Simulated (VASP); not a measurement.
A run of VASP 6.6.1 is set up as follows.

File INCAR:

```
SYSTEM = Pt
AGGAC = 1.0 ; AGGAX = 1.0
ALDAC = 0.0 ; ALDAX = 1.0
ALGO = Normal ; EDIFF = 1E-6
ENCUT = 520 ; GGA = B5
ISIF = 2 ; ISMEAR = -1
IVDW = 12 ; LASPH = .True.
LCHARG = .True. ; LELF = .True.
LREAL = .False. ; LVHAR = .True.
LWAVE = .False. ; NBANDS = 17
NELM = 60 ; PREC = Accurate
SIGMA = 0.1 ; VDW_A1 = 0.4298
VDW_A2 = 4.2359 ; VDW_S6 = 1.0
VDW_S8 = 2.6996
```

The input KPOINTS:

```
k-points
0
Gamma
  11 11 6
  0 0 0
```

POSCAR

```
Pt
1.0
    2.7544543530      0.0000000000      0.0000000000
   -1.3772271765      2.3854274432      0.0000000000
    0.0000000000      0.0000000000      4.7167716191
Pt
2
Direct
    0.6666666667      0.3333333333      0.7500000000
    0.3333333333      0.6666666667      0.2500000000
```

Potentials or basis: VASP PAW PBE potentials, release 64 (Pt).

Launch:

```bash
$ cat potpaw_PBE.64/Pt/POTCAR > POTCAR
$ mpirun -np 1 vasp_std > vasp.out
```

Estimate the pressure.

1.4 GPa.

Predict the dispersion energy per atom.

-1.764 eV.

Predict the band gap on the k mesh.

zero (bands 10 and 11 overlap by 1.23 eV).

Stress tensor (GPa, compression positive):
```
1.53 0.00 0.00
0.00 1.53 0.00
0.00 0.00 1.07
```

Caveat: the PAW data sets were made with another functional, which shifts forces and pressure a little; spin-orbit coupling is left out, which moves the levels of the heavy elements.
